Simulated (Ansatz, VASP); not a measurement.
One calculation of SiC, two programs

Contents of INCAR:

```
PREC = Accurate
ENCUT = 520
EDIFF = 1E-6
ISMEAR = -1
SIGMA = 0.05
LREAL = F
LASPH = T
NELM = 80
ALGO = Normal
ISIF = 2
LWAVE = F
LCHARG = F
GGA = RP
NBANDS = 26
```

The input KPOINTS:

```
Automatic mesh
0
Gamma
  10 10 3
```

POSCAR

```
SiC
1.0
    3.0756941497      0.0000000000      0.0000000000
   -1.5378470748      2.6636292679      0.0000000000
    0.0000000000      0.0000000000     10.0706464800
Si C
4 4
Direct
    0.0000000000      0.0000000000      0.1878943800
    0.0000000000      0.0000000000      0.6878943800
    0.3333333333      0.6666666667      0.4378419800
    0.6666666667      0.3333333333      0.9378419800
    0.0000000000      0.0000000000      0.0004600500
    0.0000000000      0.0000000000      0.5004600500
    0.3333333333      0.6666666667      0.2498025900
    0.6666666667      0.3333333333      0.7498025900
```

File input.yaml:

```yaml
crystal:
  lattice:
    - [3.0756941497, 0.0, 0.0]
    - [-1.5378470748, 2.6636292679, 0.0]
    - [0.0, 0.0, 10.07064648]
  atoms:
    - { symbol: Si, position: [0.0, 0.0, 0.18789438] }
    - { symbol: Si, position: [0.0, 0.0, 0.68789438] }
    - { symbol: Si, position: [0.3333333333, 0.6666666667, 0.43784198] }
    - { symbol: Si, position: [0.6666666667, 0.3333333333, 0.93784198] }
    - { symbol: C, position: [0.0, 0.0, 0.00046005] }
    - { symbol: C, position: [0.0, 0.0, 0.50046005] }
    - { symbol: C, position: [0.3333333333, 0.6666666667, 0.24980259] }
    - { symbol: C, position: [0.6666666667, 0.3333333333, 0.74980259] }
hamiltonian:
  xc: rpbe
  pseudopotentials: { kind: paw }
kpoints:
  mp_grid: { grid: [10, 10, 3] }
  band_path:
    path:
      - [[0.0, 0.0, 0.0], [0.5, 0.0, 0.0], [0.3333333333, 0.3333333333, 0.0], [0.0, 0.0, 0.0], [0.0, 0.0, 0.5], [0.5, 0.0, 0.5], [0.3333333333, 0.3333333333, 0.5], [0.0, 0.0, 0.5]]
      - [[0.5, 0.0, 0.5], [0.5, 0.0, 0.0]]
      - [[0.3333333333, 0.3333333333, 0.0], [0.3333333333, 0.3333333333, 0.5]]
    npoints: 10
scf:
  occupations: { method: fermi_dirac, width: 0.05 }
  n_extra_bands: 20
output:
  forces: true
  stress: true
  eigenvalues: true
  fatbands: false
```

Alike in both runs: functional RPBE; k mesh 10 × 10 × 3; occupations fermi-dirac, width 0.05 eV; no spin polarisation.

|  | VASP | Ansatz |
| --- | --- | --- |
| version | VASP 6.6.1 | Ansatz 0.2.0 |
| potentials or method | VASP PAW PBE potentials, release 64 (Si, C) | Ansatz PAW |
| plane-wave cutoff (eV) | 520 | 420 |
| valence electrons in the cell | 32 | 32 |
| task | single point | band structure |

```tsv
	VASP	Ansatz	Ansatz less VASP
gap on the k mesh at the Fermi level (eV)	2.24	2.24	+0.005
least direct gap on the mesh (eV)	3.36	3.37	+0.013
pressure (GPa)	6.7	7.2	+0.53
traceless stress, the component that is largest in VASP (GPa)	-0.14	-0.13	+0.001
rms of the force components (eV/Å)	0.004	0.005	+0.0002
```

VASP's potentials were made for PBE, not for RPBE. Atom by atom the forces differ by 0.000 eV/Å (rms over components).
